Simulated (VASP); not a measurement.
# FeS2 (Pa-3) in VASP: settings compared

The runs below take FeS2 through single point, with PBE, r2SCAN.

All numbers are computed with VASP 6.6.1; they aren't measurements. Logs are shortened: lines on timing, memory, paths and dates and some standing lists are left out, and cuts for length are marked.

## 1. The cell of the first run

It takes space group Pa-3 (No. 205, cubic). Conventional cell: a = 5.403 Å, b = 5.403 Å, c = 5.403 Å, α = 90.00°, β = 90.00°, γ = 90.00°. Fe (site symmetry -3) has 6 S at 2.25 Å within 3.0 Å. Within 2.9 Å of S (site symmetry 3) lie 1 S at 2.20 Å and 3 Fe at 2.25 Å.

## 2. Single point, PBE

INCAR

```
SYSTEM = FeS2
PREC = Accurate
ENCUT = 600
EDIFF = 1E-6
ISMEAR = 0
SIGMA = 0.01
LREAL = .FALSE.
LASPH = .TRUE.
NELM = 120
ALGO = Normal
ISIF = 2
LWAVE = .FALSE.
LCHARG = .FALSE.
GGA = PE
NBANDS = 52
GGA_COMPAT = .FALSE.
```

KPOINTS

```
regular mesh
0
G
  4 4 4
  0 0 0
```

POSCAR

```
FeS2
1.0
    5.4033489588      0.0000000000      0.0000000000
    0.0000000000      5.4033489588      0.0000000000
    0.0000000000      0.0000000000      5.4033489588
Fe S
4 8
Direct
    0.0000000000      0.5000000000      0.5000000000
    0.5000000000      0.5000000000      0.0000000000
    0.5000000000      0.0000000000      0.5000000000
    0.0000000000      0.0000000000      0.0000000000
    0.3826532222      0.1173467778      0.8826532222
    0.1173467778      0.8826532222      0.3826532222
    0.8826532222      0.3826532222      0.1173467778
    0.6173467778      0.6173467778      0.6173467778
    0.3826532222      0.3826532222      0.3826532222
    0.1173467778      0.6173467778      0.8826532222
    0.8826532222      0.1173467778      0.6173467778
    0.6173467778      0.8826532222      0.1173467778
```

Potentials or basis: VASP PAW PBE potentials, release 64 (Fe, S).

Run with:

```sh
cat potpaw_PBE.64/Fe/POTCAR potpaw_PBE.64/S/POTCAR > POTCAR
mpirun -np 1 vasp_std > vasp.out
```

OUTCAR:

```text
SYSTEM = FeS2
   PREC = Accurate
   ENCUT = 600
   EDIFF = 1E-6
   ISMEAR = 0
   LREAL = .FALSE.
   LASPH = .TRUE.
   NELM = 120
   ISIF = 2
   GGA = PE

 ion  position               nearest neighbor table
   1  0.000  0.500  0.500-   6 2.25   8 2.25   9 2.25  11 2.25  10 2.25   7 2.25
   2  0.500  0.500  0.000-   5 2.25   7 2.25  10 2.25  12 2.25   8 2.25   9 2.25
   3  0.500  0.000  0.500-   6 2.25   8 2.25   9 2.25  11 2.25   5 2.25  12 2.25
   4  0.000  0.000  0.000-   5 2.25   7 2.25  10 2.25  12 2.25  11 2.25   6 2.25
   5  0.383  0.117  0.883-  12 2.20   4 2.25   2 2.25   3 2.25
   6  0.117  0.883  0.383-  11 2.20   3 2.25   1 2.25   4 2.25
   7  0.883  0.383  0.117-  10 2.20   4 2.25   2 2.25   1 2.25
   8  0.617  0.617  0.617-   9 2.20   3 2.25   1 2.25   2 2.25
   9  0.383  0.383  0.383-   8 2.20   3 2.25   1 2.25   2 2.25
  10  0.117  0.617  0.883-   7 2.20   4 2.25   2 2.25   1 2.25
  11  0.883  0.117  0.617-   6 2.20   3 2.25   1 2.25   4 2.25
  12  0.617  0.883  0.117-   5 2.20   4 2.25   2 2.25   3 2.25

  LATTYP: Found a simple cubic cell.
 ALAT       =     5.4033489588

  Lattice vectors:

 A1 = (   5.4033489588,   0.0000000000,   0.0000000000)
 A2 = (   0.0000000000,   5.4033489588,   0.0000000000)
 A3 = (   0.0000000000,   0.0000000000,   5.4033489588)

Analysis of symmetry for initial positions (statically):
=====================================================================
 Subroutine PRICEL returns:
 Original cell was already a primitive cell.

 Routine SETGRP: Setting up the symmetry group for a
 simple cubic supercell.

 Subroutine GETGRP returns: Found 24 space group operations
 (whereof  6 operations were pure point group operations)
 out of a pool of 48 trial point group operations.

The static configuration has the point symmetry S_6 .
 The point group associated with its full space group is T_h .

Analysis of symmetry for dynamics (positions and initial velocities):
=====================================================================
 Subroutine PRICEL returns:
 Original cell was already a primitive cell.

 Routine SETGRP: Setting up the symmetry group for a
 simple cubic supercell.

 Subroutine GETGRP returns: Found 24 space group operations
 (whereof  6 operations were pure point group operations)
 out of a pool of 48 trial point group operations.

The dynamic configuration has the point symmetry S_6 .
 The point group associated with its full space group is T_h .

 Subroutine INISYM returns: Found 24 space group operations
 (whereof  6 operations are pure point group operations),
 and found     1 'primitive' translations

----------------------------------------------------------------------------------------

                                     Primitive cell

  volume of cell :     157.7571

  direct lattice vectors                    reciprocal lattice vectors
     5.403348959  0.000000000  0.000000000     0.185070409  0.000000000  0.000000000
     0.000000000  5.403348959  0.000000000     0.000000000  0.185070409  0.000000000
     0.000000000  0.000000000  5.403348959     0.000000000  0.000000000  0.185070409

  length of vectors
     5.403348959  5.403348959  5.403348959     0.185070409  0.185070409  0.185070409

  position of ions in fractional coordinates (direct lattice)
     0.000000000  0.500000000  0.500000000
     0.500000000  0.500000000  0.000000000
     0.500000000  0.000000000  0.500000000
     0.000000000  0.000000000  0.000000000
     0.382653222  0.117346778  0.882653222
     0.117346778  0.882653222  0.382653222
     0.882653222  0.382653222  0.117346778
     0.617346778  0.617346778  0.617346778
     0.382653222  0.382653222  0.382653222
     0.117346778  0.617346778  0.882653222
     0.882653222  0.117346778  0.617346778
     0.617346778  0.882653222  0.117346778

  ion indices of the primitive-cell ions
   primitive index   ion index
                 1           1
                 2           2
                 3           3
                 4           4
                 5           5
                 6           6
                 7           7
                 8           8
                 9           9
                10          10
                11          11
                12          12

----------------------------------------------------------------------------------------

 KPOINTS: regular mesh

Automatic generation of k-mesh.
 Grid dimensions read from file:
 generate k-points for:    4    4    4

 Generating k-lattice:

  Cartesian coordinates                     Fractional coordinates (reciprocal lattice)
     0.046267602  0.000000000  0.000000000     0.250000000  0.000000000  0.000000000
     0.000000000  0.046267602  0.000000000     0.000000000  0.250000000  0.000000000
     0.000000000  0.000000000  0.046267602     0.000000000  0.000000000  0.250000000

  Length of vectors
     0.046267602  0.046267602  0.046267602

  Shift w.r.t. Gamma in fractional coordinates (k-lattice)
     0.000000000  0.000000000  0.000000000

 Subroutine IBZKPT returns following result:
 ===========================================

 Found     11 irreducible k-points:

 Following reciprocal coordinates:
            Coordinates               Weight
  0.000000  0.000000  0.000000      1.000000
  0.250000  0.000000  0.000000      6.000000
  0.500000  0.000000  0.000000      3.000000
  0.250000  0.250000  0.000000     12.000000
  0.500000  0.250000  0.000000      6.000000
 -0.250000  0.500000  0.000000      6.000000
  0.500000  0.500000  0.000000      3.000000
  0.250000  0.250000  0.250000      8.000000
  0.500000  0.250000  0.250000     12.000000
  0.500000  0.500000  0.250000      6.000000
  0.500000  0.500000  0.500000      1.000000
   k-points           NKPTS =     11   k-points in BZ     NKDIM =     11   number of bands    NBANDS=     52
   number of dos      NEDOS =    301   number of ions     NIONS =     12
   total plane-waves  NPLWV = 110592
   dimension x,y,z NGX =    48 NGY =   48 NGZ =   48
   dimension x,y,z NGXF=    96 NGYF=   96 NGZF=   96
   ions per type =               4   8
   NGX,Y,Z   is equivalent  to a cutoff of  14.77, 14.77, 14.77 a.u.
   NGXF,Y,Z  is equivalent  to a cutoff of  29.54, 29.54, 29.54 a.u.
 SYSTEM =  FeS2
   PREC   = accura    normal or accurate (medium, high low for compatibility)
   ISTART =      0    job   : 0-new  1-cont  2-samecut
   ICHARG =      2    charge: 1-file 2-atom 10-const
   ISPIN  =      1    spin polarized calculation?
   LNONCOLLINEAR =      F non collinear calculations
   LSORBIT =      F    spin-orbit coupling
   LASPH  =      T    aspherical Exc in radial PAW
   ENCUT  =  600.0 eV  44.10 Ry    6.64 a.u.  10.79 10.79 10.79*2*pi/ulx,y,z
   NELM   =    120;   NELMIN=  2; NELMDL= -5     # of ELM steps
   EDIFF  = 0.1E-05   stopping-criterion for ELM
   LREAL  =      F    real-space projection
   EDIFFG = 0.1E-04   stopping-criterion for IOM
   NSW    =      0    number of steps for IOM
   IBRION =     -1    ionic relax: 0-MD 1-quasi-New 2-CG
   NFREE  =      0    steps in history (QN), initial steepest desc. (CG)
   ISIF   =      2    stress and relaxation
   ISYM   =      2    0-nonsym 1-usesym 2-fastsym
   POTIM  = 0.5000    time-step for ionic-motion
   TEBEG  =    0.0;   TEEND  =   0.0 temperature during run
   PSTRESS=    0.0 pullay stress
   NELECT =      80.0000    total number of electrons
   NUPDOWN=      -1.0000    fix difference up-down
   EMIN   =  10.00;   EMAX   =-10.00  energy-range for DOS
   EFERMI =   0.00;   METHOD = LEGACY
   ISMEAR =     0;   SIGMA  =   0.01  broadening in eV -4-tet -1-fermi 0-gaus
   EFERMI_NEDOS =   21; number of points for ismear=-14 and -15
   IALGO  =     38    algorithm
   IMIX   =      4    mixing-type and parameters
     AMIX     =   0.40;   BMIX     =  1.00
     AMIX_MAG =   1.60;   BMIX_MAG =  1.00
  volume/ion in A,a.u.               =      13.15        88.72
  Fermi-wavevector in a.u.,A,eV,Ry     =   1.305495  2.467027 23.188636  1.704317
  Thomas-Fermi vector in A             =   2.436360
   LORBIT       =      0    0 simple, 1 ext, 2 COOP (PROOUT), +10 PAW based schemes
   GGA     = PE    functional components
   LHFCALC =     F    Hartree Fock is set to
   AEXX    =    0.0000 exact exchange contribution
   IVDW    =     0    specifies the selected vdW correction
   LEPSILON=     F    determine dielectric tensor
   LRPA    =     F    only Hartree local field effects (RPA)
 non-spin polarized calculation
 Gauss-broadening in eV      SIGMA  =   0.01
  energy-cutoff  :      600.00
  volume of cell :      157.76
 maximum number of plane-waves:      5294
 NGX is ok and might be reduce to    48
   NGX = 21   NGY = 21   NGZ = 21

 number of electron      80.0000002 magnetization

 Free energy of the ion-electron system (eV)
  ---------------------------------------------------
  ext. energy  EPLUGINS =         0.00000000
  ---------------------------------------------------
  free energy    TOTEN  =       -72.11720147 eV

  energy without entropy =      -72.11720147  energy(sigma->0) =      -72.11720147

 E-fermi :   7.9704     XC(G=0): -11.9338

 val. band max:        7.8973932393   @ k =   0.5000   0.0000   0.0000
 cond. band min:       8.3179597718   @ k =   0.0000   0.0000   0.0000
 fundamental gap:      0.4205665324
 Fermi energy:         7.9704127057

 k-point     1 :       0.0000    0.0000    0.0000
  band No.  band energies     occupation
      1      -8.8738      2.00000
      2      -6.6401      2.00000
      3      -6.6401      2.00000
      4      -6.6401      2.00000
      5      -4.4571      2.00000
      6      -4.4571      2.00000
[... 44 lines left out ...]
     51      11.8554      0.00000
     52      11.8554      0.00000

 k-point     2 :       0.2500    0.0000    0.0000
  band No.  band energies     occupation
      1      -8.6386      2.00000
      2      -7.1281      2.00000
      3      -6.5881      2.00000
      4      -6.5836      2.00000
      5      -4.3796      2.00000
      6      -4.3396      2.00000
[... 44 lines left out ...]
     51      11.3755      0.00000
     52      11.7545      0.00000

 k-point     3 :       0.5000    0.0000    0.0000
  band No.  band energies     occupation
      1      -7.9864      2.00000
      2      -7.9864      2.00000
      3      -6.5290      2.00000
      4      -6.5290      2.00000
      5      -4.2487      2.00000
      6      -4.2487      2.00000
[... 44 lines left out ...]
     51      11.5013      0.00000
     52      11.5013      0.00000
[... 331 lines left out ...]
 k-point    10 :       0.5000    0.5000    0.2500
  band No.  band energies     occupation
      1      -7.1707      2.00000
      2      -7.1707      2.00000
      3      -7.1707      2.00000
      4      -7.1707      2.00000
      5      -4.4915      2.00000
      6      -4.4915      2.00000
[... 44 lines left out ...]
     51      10.9713      0.00000
     52      10.9713      0.00000

 k-point    11 :       0.5000    0.5000    0.5000
  band No.  band energies     occupation
      1      -7.0501      2.00000
      2      -7.0501      2.00000
      3      -7.0501      2.00000
      4      -7.0501      2.00000
      5      -4.7639      2.00000
      6      -4.7639      2.00000
[... 44 lines left out ...]
     51      11.0437      0.00000
     52      11.0437      0.00000

------------------------ aborting loop because EDIFF is reached ----------------------------------------

  FORCE on cell =-STRESS in cart. coord.  units (eV):
  Direction    XX          YY          ZZ          XY          YZ          ZX
  --------------------------------------------------------------------------------------
  -------------------------------------------------------------------------------------
  Total        0.1265347      0.1265347      0.1265347      0.0000000     -0.0000000      0.0000000
  in kB        1.2850833      1.2850833      1.2850833      0.0000000     -0.0000000      0.0000000
  external PRESSURE =       1.2850833 kB  Pullay stress =       0.0000000 kB

 VOLUME and BASIS-vectors are now :
 -----------------------------------------------------------------------------
  energy-cutoff  :      600.00
  volume of cell :      157.76
      direct lattice vectors                 reciprocal lattice vectors
     5.403348959  0.000000000  0.000000000     0.185070409  0.000000000  0.000000000
     0.000000000  5.403348959  0.000000000     0.000000000  0.185070409  0.000000000
     0.000000000  0.000000000  5.403348959     0.000000000  0.000000000  0.185070409

 POSITION                                       TOTAL-FORCE (eV/Angst)
 -----------------------------------------------------------------------------------
      0.00000      2.70167      2.70167         0.000000      0.000000      0.000000
      2.70167      2.70167      0.00000         0.000000      0.000000      0.000000
      2.70167      0.00000      2.70167         0.000000      0.000000      0.000000
      0.00000      0.00000      0.00000         0.000000      0.000000      0.000000
      2.06761      0.63407      4.76928         0.046871     -0.046871      0.046871
      0.63407      4.76928      2.06761        -0.046871      0.046871      0.046871
      4.76928      2.06761      0.63407         0.046871      0.046871     -0.046871
      3.33574      3.33574      3.33574        -0.046871     -0.046871     -0.046871
      2.06761      2.06761      2.06761         0.046871      0.046871      0.046871
      0.63407      3.33574      4.76928        -0.046871     -0.046871      0.046871
      4.76928      0.63407      3.33574         0.046871     -0.046871     -0.046871
      3.33574      4.76928      0.63407        -0.046871      0.046871     -0.046871
 -----------------------------------------------------------------------------------
    total drift:                                0.000000      0.000000     -0.000000

  FREE ENERGIE OF THE ION-ELECTRON SYSTEM (eV)
  ---------------------------------------------------
  free  energy   TOTEN  =       -72.1172014738 eV

  energy  without entropy=      -72.1172014738  energy(sigma->0) =      -72.11720147
```

Wall time 3.6 min (1 thread of Intel Xeon 8259CL, shared host); peak memory 0.36 GiB.

Results:

```yaml
Free_energy: -72.1172 eV
Pressure: 0.1 GPa
Largest_force: 0.081 eV/Å
Band_gap_on_the_k_mesh: 0.42 eV (least direct gap 0.46 eV)
```

Forces in eV/Å, atoms in the order of the input:
```
Fe   0.000  0.000  0.000
Fe   0.000  0.000  0.000
Fe   0.000  0.000  0.000
Fe   0.000  0.000  0.000
S    0.047 -0.047  0.047
S   -0.047  0.047  0.047
S    0.047  0.047 -0.047
S   -0.047 -0.047 -0.047
S    0.047  0.047  0.047
S   -0.047 -0.047  0.047
S    0.047 -0.047 -0.047
S   -0.047  0.047 -0.047
```

A k mesh can miss the band edges. Spin polarisation is off, so any magnetic state and its effect on volume and gap are missing.

(Part 1 of 2 ends here.)
